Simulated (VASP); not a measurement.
A run of VASP 6.6.1:

File INCAR:

```
SYSTEM = Ti
PREC = Accurate ; ENCUT = 520
EDIFF = 1E-7 ; ISMEAR = -1
SIGMA = 0.05 ; LREAL = .FALSE.
LASPH = .TRUE. ; NELM = 80
ALGO = Normal ; ISIF = 2
LWAVE = .FALSE. ; LCHARG = .TRUE.
LELF = .TRUE. ; LVHAR = .TRUE.
NBANDS = 19
```

KPOINTS

```
regular mesh
0
G
  13 13 7
  0 0 0
```

POSCAR

```
Ti
1.0
    2.8859641405      0.0000000000      0.0000000000
   -1.4429820702      2.4993182601      0.0000000000
    0.0000000000      0.0000000000      4.5621823725
Ti
2
Direct
    0.3333333333      0.6666666667      0.2500000000
    0.6666666667      0.3333333333      0.7500000000
```

Potentials or basis: VASP PAW LDA potentials, release 64 (Ti_sv).

Command:

```bash
$ cat potpaw_LDA.64/Ti_sv/POTCAR > POTCAR
$ mpirun -np 1 vasp_std > vasp.out
```

Hardware: 1 thread of Intel(R) Xeon(R) Platinum 8559C (Emerald Rapids), with other jobs on the host.

**Question.** How long does it take, and how much memory?

**Answer.** Wall time 30 s on 1 thread of Intel(R) Xeon(R) Platinum 8559C (Emerald Rapids), with other jobs on the host, peak memory 0.15 GiB. Counts: scf iterations 15, k points 84.
